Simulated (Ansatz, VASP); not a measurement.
## Zr: VASP beside Ansatz

```
Zr
1.0
     3.23200    0.00000    0.00000
    -1.61600    2.79899    0.00000
     0.00000    0.00000    5.14700
Zr
2
Cartesian
  1.6160 0.9330 3.8603
  0.0000 1.8660 1.2868
```

Alike in both runs: task single point; functional PBE; k mesh 9 × 9 × 5; occupations gaussian, width 0.024 eV; no spin polarisation.

```csv
,VASP,Ansatz
version,VASP 6.6.1,Ansatz 0.2.0
potentials or method,"VASP PAW PBE potentials, release 64 (Zr_sv)",Ansatz PAW
plane-wave cutoff (eV),520,420
valence electrons in the cell,24,24
```

|  | VASP | Ansatz | Ansatz less VASP |
| --- | --- | --- | --- |
| gap on the k mesh at the Fermi level (eV) | none | none | - |
| pressure (GPa) | 0.6 | 0.6 | -0.04 |
| traceless stress, the component that is largest in VASP (GPa) | 0.72 | 0.73 | +0.007 |

A gap of «none» marks a metal or a gap that the smearing closes.
